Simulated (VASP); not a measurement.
Here is a VASP 6.6.1 calculation.

Contents of INCAR:

```
SYSTEM = La3Si2O
PREC = Accurate
ENCUT = 600
EDIFF = 1E-6
ISMEAR = 0
SIGMA = 0.1
LREAL = .FALSE.
LASPH = .TRUE.
NELM = 200
ALGO = Normal
ISIF = 2
LWAVE = .FALSE.
LCHARG = .FALSE.
GGA = PE
NBANDS = 32
GGA_COMPAT = .FALSE.
LMAXMIX = 6
```

File KPOINTS:

```
regular mesh
0
G
  6 6 4
  0 0 0
```

POSCAR

```
La3Si2O
1.0
    5.6965390200      0.0000000000      0.0000000000
   -2.8482695100      4.9333475100      0.0000000000
    0.0000000000      0.0000000000      4.6278620600
La Si O
3 2 1
Direct
    0.5000000000      0.0000000000      0.5000000000
    0.5000000000      0.5000000000      0.5000000000
    0.0000000000      0.5000000000      0.5000000000
    0.3333333300      0.6666666700      0.0000000000
    0.6666666700      0.3333333300      0.0000000000
    0.0000000000      0.0000000000      0.0000000000
```

Potentials or basis: VASP PAW PBE potentials, release 64 (La, Si, O).

The run is started by

```sh
$ cat potpaw_PBE.64/La/POTCAR potpaw_PBE.64/Si/POTCAR potpaw_PBE.64/O/POTCAR > POTCAR
$ mpirun -np 1 vasp_std > vasp.out
```

Question: Estimate the pressure.

Answer: 18.9 GPa.

Question: Estimate the band gap on the k mesh.

Answer: Zero (an odd number of electrons rules out a gap without spin polarisation).

Stress tensor (GPa, compression positive):
```
18.55  0.00  0.00
 0.00 18.55  0.00
 0.00  0.00 19.63
```

Caveat: the cell stands under pressure; spin-orbit coupling is left out, which moves the levels of the heavy elements; an odd number of electrons without spin polarisation forces a metal; a magnetic or distorted state may lie lower.
